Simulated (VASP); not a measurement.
Here is a VASP 6.6.1 calculation.

The input INCAR:

```
ALGO     = Normal         # electronic algorithm
EDIFF    = 1E-7           # SCF threshold, eV
EDIFFG   = -0.005         # ionic threshold
ENCUT    = 600            # plane-wave cutoff, eV
GGA      = CA             # functional
IBRION   = 2              # ionic algorithm
ISIF     = 4              # what is computed and relaxed
ISMEAR   = -1             # smearing method
LASPH    = True           # aspherical terms in the spheres
LCHARG   = False          # write CHGCAR
LREAL    = False          # projectors in reciprocal space
LWAVE    = False          # write WAVECAR
NELM     = 80             # most SCF steps
NSW      = 50             # ionic steps
PREC     = Accurate       # precision mode
SIGMA    = 0.1            # smearing width, eV
```

File KPOINTS:

```
k-points
0
Gamma
  15 15 8
```

POSCAR

```
Cl
1.0
    2.7337389929      0.0000000000      0.0000000000
   -1.3668694964      2.3674874152      0.0000000000
    0.0000000000      0.0000000000      3.1311814190
Cl
2
Direct
    0.3333333333      0.6666666667      0.2500000000
    0.6666666667      0.3333333333      0.7500000000
```

Potentials or basis: VASP PAW LDA potentials, release 64 (Cl).

Run with:

```console
$ cat potpaw_LDA.64/Cl/POTCAR > POTCAR
$ mpirun -np 1 vasp_std > vasp.out
```

**Question.** What does it give for the band gap on the k mesh?

**Answer.** Zero (band 7 reaches 16.26 eV, above the bottom of band 8 at 9.88 eV).

The path:
```tsv
step	energy change (eV)	largest force (eV/Å)	pressure (GPa)	volume (Å³)
1	0.0000	0.0000	146.87	20.27
2	-0.8463	0.0000	127.34	20.27
3	-0.8749	0.0000	124.80	20.27
4	-0.8762	0.0000	124.32	20.27
5	-0.8763	0.0000	124.08	20.27
6	-0.8763	0.0000	124.12	20.27
7	-0.8763	0.0000	124.16	20.27
```
